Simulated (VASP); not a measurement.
# NaBe (Fd-3m) in VASP: notebook, part 2 of 2

VASP 6.6.1.

### Step 3. Single point, PBE

This run uses another cell than the first one, of 17.13 Å³/atom.

Input file INCAR:

```
PREC = Accurate ; ENCUT = 520
EDIFF = 1E-7 ; ISMEAR = 0
SIGMA = 0.1 ; LREAL = False
LASPH = True ; NELM = 80
ALGO = Normal ; ISIF = 2
LWAVE = False ; LCHARG = True
GGA = PE ; LELF = True
LVHAR = True ; NBANDS = 17
```

Input file KPOINTS:

```
Automatic mesh
0
Gamma
  12 12 12
```

Input file POSCAR:

```
NaBe
1.0
    0.0000000000      3.2481590765      3.2481590765
    3.2481590765      0.0000000000      3.2481590765
    3.2481590765      3.2481590765      0.0000000000
Na Be
2 2
Direct
    0.0000000000      0.0000000000      0.0000000000
    0.2500000000      0.2500000000      0.2500000000
    0.5000000000      0.5000000000      0.5000000000
    0.7500000000      0.7500000000      0.7500000000
```

Potentials or basis: VASP PAW PBE potentials, release 64 (Na_pv, Be).

Run with:

```sh
cat potpaw_PBE.64/Na_pv/POTCAR potpaw_PBE.64/Be/POTCAR > POTCAR
mpirun -np 1 vasp_std > vasp.out
```

OUTCAR:

```text
PREC = Accurate
   ENCUT = 520
   EDIFF = 1E-7
   ISMEAR = 0
   LREAL = False
   LASPH = True
   NELM = 80
   ISIF = 2
   GGA = PE

 ion  position               nearest neighbor table
   1  0.000  0.000  0.000-
   2  0.250  0.250  0.250-
   3  0.500  0.500  0.500-
   4  0.750  0.750  0.750-

  LATTYP: Found a face centered cubic cell.
 ALAT       =     6.4963181530

  Lattice vectors:

[... 658 lines left out ...]
      5     -21.7365      2.00000
      6     -21.7285      2.00000
[... 9 lines left out ...]
     16       9.9369      0.00000
     17      10.6121      0.00000

 [... further k-points ...]
[... 5 lines left out ...]
  --------------------------------------------------------------------------------------
  -------------------------------------------------------------------------------------
  Total        0.0164143      0.0164143      0.0164143      0.0000000     -0.0000000      0.0000000
  in kB        0.3837000      0.3837000      0.3837000      0.0000000     -0.0000000      0.0000000
  external PRESSURE =       0.3837000 kB  Pullay stress =       0.0000000 kB

 VOLUME and BASIS-vectors are now :
 -----------------------------------------------------------------------------
  energy-cutoff  :      520.00
  volume of cell :       68.54
      direct lattice vectors                 reciprocal lattice vectors
     0.000000000  3.248159076  3.248159076    -0.153933348  0.153933348  0.153933348
     3.248159076  0.000000000  3.248159076     0.153933348 -0.153933348  0.153933348
     3.248159076  3.248159076  0.000000000     0.153933348  0.153933348 -0.153933348

 POSITION                                       TOTAL-FORCE (eV/Angst)
 -----------------------------------------------------------------------------------
      0.00000      0.00000      0.00000         0.000000      0.000000      0.000000
      1.62408      1.62408      1.62408        -0.000000     -0.000000     -0.000000
      3.24816      3.24816      3.24816         0.000000      0.000000      0.000000
      4.87224      4.87224      4.87224         0.000000      0.000000      0.000000
 -----------------------------------------------------------------------------------
    total drift:                                0.000000      0.000000      0.000000

  FREE ENERGIE OF THE ION-ELECTRON SYSTEM (eV)
  ---------------------------------------------------
  free  energy   TOTEN  =        -7.0878846064 eV

  energy  without entropy=       -7.0762346116  energy(sigma->0) =       -7.08205961
```

stdout:

```text
POSCAR found type information on POSCAR NaBe
 POSCAR found :  2 types and       4 ions
 scaLAPACK will be used
 LDA part: xc-table for (Slater+PW92), standard interpolation
 POSCAR, INCAR and KPOINTS ok, starting setup
 FFT: planning ... GRIDC
 FFT: planning ... GRID_SOFT
 FFT: planning ... GRID
 WAVECAR not read
 entering main loop
```

Wall time 2.9 min (1 thread of Intel Xeon 8259CL, shared host); peak memory 0.23 GiB.

What came out:

| Quantity | Value |
| --- | --- |
| Free energy | -7.0879 eV |
| Pressure | 0.0 GPa |
| Band gap on the k mesh | zero (bands 9 and 10 overlap by 3.13 eV) |

Levels at points of the mesh, in eV from the Fermi level:
| k point | band 5 | band 6 | band 7 | band 8 | band 9 | band 10 | band 11 | band 12 | band 13 | band 14 |
| --- | --- | --- | --- | --- | --- | --- | --- | --- | --- | --- |
| (0.00, 0.00, 0.00) | -23.86 | -23.86 | -5.95 | 1.89 | 1.89 | 1.89 | 2.90 | 2.90 | 2.90 | 4.40 |
| (0.50, 0.00, 0.00) | -23.85 | -23.85 | -4.00 | -3.09 | 0.80 | 0.80 | 3.19 | 3.63 | 3.63 | 6.50 |
| (0.50, 0.50, 0.00) | -23.83 | -23.83 | -3.00 | -3.00 | -0.37 | -0.37 | 2.03 | 2.03 | 7.18 | 7.18 |

### Step 4. Relaxation of cell and atoms, PBE

This run uses another cell than the first one, of 17.07 Å³/atom.

Input file INCAR:

```
ALGO     = Normal         # electronic algorithm
EDIFF    = 1E-6           # SCF threshold, eV
EDIFFG   = -0.01          # ionic threshold
ENCUT    = 600            # plane-wave cutoff, eV
GGA      = PE             # functional
IBRION   = 2              # ionic algorithm
ISIF     = 3              # what is computed and relaxed
ISMEAR   = 0              # smearing method
LASPH    = True           # aspherical terms in the spheres
LCHARG   = False          # write CHGCAR
LREAL    = False          # projectors in reciprocal space
LWAVE    = False          # write WAVECAR
NELM     = 80             # most SCF steps
NSW      = 100            # ionic steps
PREC     = Accurate       # precision mode
SIGMA    = 0.1            # smearing width, eV
```

Input file KPOINTS:

```
k-points
0
Gamma
  12 12 12
```

Input file POSCAR:

```
NaBe
1.0
    0.0000000000      3.2442676182      3.2442676182
    3.2442676182      0.0000000000      3.2442676182
    3.2442676182      3.2442676182      0.0000000000
Na Be
2 2
Direct
    0.0000000000      0.0000000000      0.0000000000
    0.2500000000      0.2500000000      0.2500000000
    0.5000000000      0.5000000000      0.5000000000
    0.7500000000      0.7500000000      0.7500000000
```

Run with:

```sh
cat potpaw_PBE.64/Na_pv/POTCAR potpaw_PBE.64/Be/POTCAR > POTCAR
mpirun -np 1 vasp_std > vasp.out
```

It took 4.3 min on 1 thread of Intel Xeon 8259CL, shared host; peak memory 0.27 GiB.

The run converged. Its results:

```yaml
Free_energy: -7.0879 eV
Relaxed_volume: 17.11 Å³/atom
Relaxed_cell: a = 4.592 Å, b = 4.592 Å, c = 4.592 Å, α = 60.00°, β = 60.00°, γ = 60.00°
Space_group_after_relaxing_to_0.1_Å: Fd-3m (No. 227)
Energy_gained_by_relaxing: 0.0 meV/atom
Ionic_steps: 2
Pressure_after_relaxing: 0.1 GPa
Band_gap_on_the_k_mesh: zero (bands 9 and 10 overlap by 3.13 eV)
```

The path:
```csv
step,energy change (eV),largest force (eV/Å),pressure (GPa),volume (Å³)
1,0.0000,0.0000,0.16,68.29
2,-0.0001,0.0000,0.07,68.46
```

Final structure:
```xyz
4
Lattice="0.0000 3.2469 3.2469 3.2469 0.0000 3.2469 3.2469 3.2469 0.0000" Properties=species:S:1:pos:R:3 pbc="T T T"
Na    6.4938    6.4938    6.4938
Na    1.6234    1.6234    1.6234
Be    3.2469    3.2469    3.2469
Be    4.8703    4.8703    4.8703
```

Levels at points of the mesh, in eV from the Fermi level:
```
           k point  band 7  band 8  band 9  band 10  band 11  band 12
(0.00, 0.00, 0.00)   -5.95    1.89    1.89     1.89     2.90     2.90
(0.50, 0.00, 0.00)   -4.00   -3.09    0.80     0.80     3.20     3.63
(0.50, 0.50, 0.00)   -3.00   -3.00   -0.37    -0.37     2.04     2.04
```

### Step 5. Summary

| task | cell | k mesh | cutoff (eV) | gap on the mesh (eV) | pressure (GPa) | relaxed volume (Å³/atom) |
| --- | --- | --- | --- | --- | --- | --- |
| relaxation of cell and atoms | relaxed from a = 4.415 Å, angles 60.0°, 4 atoms | 6 × 6 × 6 | 600 | none | 0.2 | 17.02 |
| single point | a = 4.594 Å, angles 60.0°, 4 atoms | 12 × 12 × 12 | 520 | none | 0.0 | - |
| relaxation of cell and atoms | relaxed from a = 4.588 Å, angles 60.0°, 4 atoms | 12 × 12 × 12 | 600 | none | 0.1 | 17.11 |

Alike in all rows: level PBE; potentials or basis VASP PAW PBE potentials, release 64 (Na_pv, Be); no spin polarisation; smearing gaussian 0.1 eV.

Absolute energies hang on the potentials; compare differences alone.
